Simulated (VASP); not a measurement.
# Pb (Im-3m) in VASP: further runs, part 2 of 2

VASP 6.6.1. Earlier steps stand in the parts before.

### Step 5. Single point, rpbe exchange, lyp correlation

This run uses another cell than the first one, of 24.83 Å³/atom.

INCAR reads:

```
SYSTEM = Pb
  ALGO = Normal
  EDIFF = 1E-6
  ENCUT = 500
  GGA = LIBXC
  GGA_COMPAT = .False.
  ISIF = 2
  ISMEAR = -1
  LASPH = .True.
  LCHARG = .True.
  LELF = .True.
  LIBXC1 = GGA_X_RPBE
  LIBXC2 = GGA_C_LYP
  LREAL = .False.
  LVHAR = .True.
  LWAVE = .False.
  NBANDS = 13
  NELM = 120
  PREC = Accurate
  SIGMA = 0.05
```

KPOINTS reads:

```
k-points
0
Gamma
  9 9 9
  0 0 0
```

POSCAR reads:

```
Pb
1.0
   -1.8377531500      1.8377531500      1.8377531500
    1.8377531500     -1.8377531500      1.8377531500
    1.8377531500      1.8377531500     -1.8377531500
Pb
1
Direct
    0.0000000000      0.0000000000      0.0000000000
```

Potentials or basis: VASP PAW PBE potentials, release 64 (Pb_d).

Started as:

```bash
$ cat potpaw_PBE.64/Pb_d/POTCAR > POTCAR
$ mpirun -np 1 vasp_std > vasp.out
```

OUTCAR:

```text
SYSTEM = Pb
   EDIFF = 1E-6
   ENCUT = 500
   GGA = LIBXC
   ISIF = 2
   ISMEAR = -1
   LASPH = .True.
   LREAL = .False.
   NELM = 120
   PREC = Accurate

 ion  position               nearest neighbor table
   1  0.000  0.000  0.000-

  LATTYP: Found a body centered cubic cell.
 ALAT       =     3.6755063000

  Lattice vectors:

 A1 = (  -1.8377531500,   1.8377531500,   1.8377531500)
 A2 = (   1.8377531500,  -1.8377531500,   1.8377531500)
 A3 = (   1.8377531500,   1.8377531500,  -1.8377531500)

Analysis of symmetry for initial positions (statically):
=====================================================================
 Subroutine PRICEL returns:
 Original cell was already a primitive cell.

 Routine SETGRP: Setting up the symmetry group for a
 body centered cubic supercell.

 Subroutine GETGRP returns: Found 48 space group operations
 (whereof 48 operations were pure point group operations)
 out of a pool of 48 trial point group operations.

The static configuration has the point symmetry O_h .

Analysis of symmetry for dynamics (positions and initial velocities):
=====================================================================
 Subroutine PRICEL returns:
 Original cell was already a primitive cell.

 Routine SETGRP: Setting up the symmetry group for a
 body centered cubic supercell.

 Subroutine GETGRP returns: Found 48 space group operations
 (whereof 48 operations were pure point group operations)
 out of a pool of 48 trial point group operations.

The dynamic configuration has the point symmetry O_h .

 Subroutine INISYM returns: Found 48 space group operations
 (whereof 48 operations are pure point group operations),
 and found     1 'primitive' translations

----------------------------------------------------------------------------------------

                                     Primitive cell

  volume of cell :      24.8268

  direct lattice vectors                    reciprocal lattice vectors
[... 108 lines left out ...]
  Thomas-Fermi vector in A             =   2.479852
   LORBIT       =      0    0 simple, 1 ext, 2 COOP (PROOUT), +10 PAW based schemes
   GGA     = LIBXC    functional components
   LHFCALC =     F    Hartree Fock is set to
   AEXX    =    0.0000 exact exchange contribution
   IVDW    =     0    specifies the selected vdW correction
   LEPSILON=     F    determine dielectric tensor
   LRPA    =     F    only Hartree local field effects (RPA)
 non-spin polarized calculation
  energy-cutoff  :      500.00
  volume of cell :       24.83
 maximum number of plane-waves:       643
   NGX = 11   NGY = 11   NGZ = 11

 number of electron      14.0000006 magnetization

 Free energy of the ion-electron system (eV)
  ---------------------------------------------------
  ext. energy  EPLUGINS =         0.00000000
  ---------------------------------------------------
  free energy    TOTEN  =        -1.89553951 eV

  energy without entropy =       -1.89191301  energy(sigma->0) =       -1.89372626

 E-fermi :  10.4924     XC(G=0): -10.4538

 val. band max:       10.2980150064   @ k =   0.3333   0.2222   0.0000
 cond. band min:      10.5537412415   @ k =   0.2222   0.2222   0.1111
 fundamental gap:      0.2557262351
 Fermi energy:        10.4923771412

 k-point     1 :       0.0000    0.0000    0.0000
  band No.  band energies     occupation
      1      -7.0781      2.00000
      2      -7.0781      2.00000
      3      -7.0781      2.00000
      4      -6.6653      2.00000
      5      -6.6653      2.00000
      6      -2.8941      2.00000
      7      19.8580      0.00000
      8      19.8580      0.00000
      9      19.8580      0.00000
     10      21.9661      0.00000
     11      21.9661      0.00000
     12      21.9661      0.00000
     13      25.8969      0.00000
[... 354 lines left out ...]
  band No.  band energies     occupation
      1      -7.0965      2.00000
      2      -7.0125      2.00000
      3      -6.8181      2.00000
      4      -6.7045      2.00000
      5      -6.4523      2.00000
      6       2.8981      2.00000
      7       6.3960      2.00000
      8      11.2214      0.00000
      9      15.9215      0.00000
     10      20.6089      0.00000
     11      22.1942      0.00000
     12      22.5232      0.00000
     13      24.9484      0.00000

 [... further k-points ...]
[... 5 lines left out ...]
  --------------------------------------------------------------------------------------
  -------------------------------------------------------------------------------------
  Total        3.9281345      3.9281345      3.9281345      0.0000000     -0.0000000      0.0000000
  in kB      253.4985140    253.4985140    253.4985140      0.0000000     -0.0000000      0.0000000
  external PRESSURE =     253.4985140 kB  Pullay stress =       0.0000000 kB

 VOLUME and BASIS-vectors are now :
 -----------------------------------------------------------------------------
  energy-cutoff  :      500.00
  volume of cell :       24.83
      direct lattice vectors                 reciprocal lattice vectors
    -1.837753150  1.837753150  1.837753150     0.000000000  0.272071361  0.272071361
     1.837753150 -1.837753150  1.837753150     0.272071361  0.000000000  0.272071361
     1.837753150  1.837753150 -1.837753150     0.272071361  0.272071361  0.000000000

 POSITION                                       TOTAL-FORCE (eV/Angst)
 -----------------------------------------------------------------------------------
      0.00000      0.00000      0.00000         0.000000      0.000000      0.000000
 -----------------------------------------------------------------------------------
    total drift:                                0.000000      0.000000      0.000000

  FREE ENERGIE OF THE ION-ELECTRON SYSTEM (eV)
  ---------------------------------------------------
  free  energy   TOTEN  =        -1.8955395087 eV

  energy  without entropy=       -1.8919130129  energy(sigma->0) =       -1.89372626
```

stdout:

```text
POSCAR found type information on POSCAR Pb
 POSCAR found :  1 types and       1 ions
 scaLAPACK will be used
 -----------------------------------------------------------------------------
|                                                                             |
|                                                                             |
|     You enforced a specific xc type in the INCAR file but a different       |
|     I HOPE YOU KNOW WHAT YOU ARE DOING!                                     |
|                                                                             |
 -----------------------------------------------------------------------------

 LDA part: xc-table for (None,None), standard interpolation
 POSCAR, INCAR and KPOINTS ok, starting setup
 FFT: planning ... GRIDC
 FFT: planning ... GRID_SOFT
 FFT: planning ... GRID
 WAVECAR not read
 entering main loop
```

Run time: 4.1 s. Hardware: 1 thread of Intel Xeon 6975P-C (Granite Rapids), shared host; peak memory 0.14 GiB.

What came out:

```
Free energy            : -1.8955 eV
Pressure               : 25.3 GPa
Band gap on the k mesh : zero (bands 7 and 8 overlap by 11.98 eV)
```

Caveat: the cell stands under pressure; the PAW data sets were made with another functional, which shifts forces and pressure a little; spin-orbit coupling is left out, which moves the levels of the heavy elements.

### Step 6. Summary

| level | cell | k mesh | cutoff (eV) | grid for exact exchange (PRECFOCK) | share of exact exchange | screening parameter | gap on the mesh (eV) | pressure (GPa) |
| --- | --- | --- | --- | --- | --- | --- | --- | --- |
| PBEsol-based screened hybrid with 25 % exact exchange | a = 3.425 Å, angles 109.5°, 1 atom | 5 × 5 × 5 | 520 | Normal | 0.25 | 0.207 1/Å | none | -0.1 |
| r2SCAN0 | a = 3.429 Å, angles 109.5°, 1 atom | 5 × 5 × 5 | 520 | Normal | 0.25 | - | none | 0.9 |
| r2SCANh | a = 3.429 Å, angles 109.5°, 1 atom | 5 × 5 × 5 | 520 | Normal | 0.1 | - | none | 1.4 |
| rpbe exchange, lyp correlation | a = 3.183 Å, angles 109.5°, 1 atom | 9 × 9 × 9 | 500 | - | - | - | none | 25.3 |

Alike in all rows: task single point; potentials or basis VASP PAW PBE potentials, release 64 (Pb_d); no spin polarisation; smearing fermi-dirac 0.05 eV.

Caveats: some runs use coarse meshes; the PAW data sets were made with another functional, which shifts forces and pressure a little; spin-orbit coupling is left out, which moves the levels of the heavy elements; the cell stands under pressure (at least some runs).

Absolute energies hang on the potentials; compare differences alone.
